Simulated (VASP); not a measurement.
A run of VASP 6.6.1 is set up as follows.

File POSCAR:

```
ZrB2
1.0
    3.1700000000      0.0000000000      0.0000000000
   -1.5850000000      2.7453005300      0.0000000000
    0.0000000000      0.0000000000      3.5330000000
Zr B
1 2
Direct
    0.0000000000      0.0000000000      0.0000000000
    0.6666666667      0.3333333333      0.5000000000
    0.3333333333      0.6666666667      0.5000000000
```

INCAR.step1

```
SYSTEM = ZrB2
PREC = Accurate
ENCUT = 600
ISMEAR = -1
SIGMA = 0.05
LREAL = .FALSE.
LASPH = .TRUE.
NELM = 80
GGA = PE
ALGO = Normal
EDIFF = 1E-4
LWAVE = .TRUE.
LCHARG = .FALSE.
```

INCAR.step2

```
SYSTEM = ZrB2
PREC = Accurate
ENCUT = 600
EDIFF = 1E-7
ISMEAR = -1
SIGMA = 0.05
LREAL = .FALSE.
LASPH = .TRUE.
NELM = 80
ALGO = Normal
ISIF = 3
LWAVE = .FALSE.
LCHARG = .FALSE.
METAGGA = R2SCAN
LMIXTAU = .TRUE.
IVDW = 13
IBRION = 2
NSW = 60
EDIFFG = -0.01
VDW_S6 = 1.0
VDW_S8 = 0.6018749
VDW_A1 = 0.51559235
VDW_A2 = 5.77342911
ISTART = 1
```

File KPOINTS:

```
regular mesh
0
G
  10 10 8
  0 0 0
```

Potentials or basis: VASP PAW PBE potentials, release 64 (Zr_sv, B).

Launch:

```console
$ cat potpaw_PBE.64/Zr_sv/POTCAR potpaw_PBE.64/B/POTCAR > POTCAR
$ cp INCAR.step1 INCAR
$ mpirun -np 1 vasp_std > vasp.out
$ cp INCAR.step2 INCAR
$ mpirun -np 1 vasp_std > vasp.out
```

(1) What does it give for the band gap on the k mesh?

(2) Estimate the dispersion energy per atom.

(3) Estimate the relaxed cell.

(4) Estimate the space group after relaxing (to 0.05 Å).

Results:

(1) zero (band 9 reaches 11.36 eV, above the bottom of band 10 at 10.44 eV).

(2) -0.116 eV.

(3) a = 3.160 Å, b = 3.160 Å, c = 3.539 Å, α = 90.00°, β = 90.00°, γ = 120.00°.

(4) P6/mmm (No. 191).
